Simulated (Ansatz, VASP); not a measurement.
# One calculation of Be, two programs

```
Be
1.0
     3.70775    0.00000    0.00000
    -1.85388    3.21101    0.00000
     0.00000    0.00000    2.27749
Be
3
Direct
  0.00000 0.00000 0.00000
  0.33333 0.66667 0.50000
  0.66667 0.33333 0.50000
```

Alike in both runs: task single point; functional PBE; k mesh 11 × 11 × 16; occupations fermi-dirac, width 0.1 eV; no spin polarisation.

|  | VASP | Ansatz |
| --- | --- | --- |
| version | VASP 6.6.1 | Ansatz 0.2.0 |
| potentials or method | VASP PAW PBE potentials, release 64 (Be), cutoff 520 eV | plane waves (420 eV) with PAW, scalar-relativistic |
| valence electrons in the cell | 6 | 6 |

|  | VASP | Ansatz | Ansatz less VASP |
| --- | --- | --- | --- |
| pressure (GPa) | -10.7 | -10.8 | -0.07 |
| traceless stress, the component that is largest in VASP (GPa) | 2.56 | 2.58 | +0.029 |
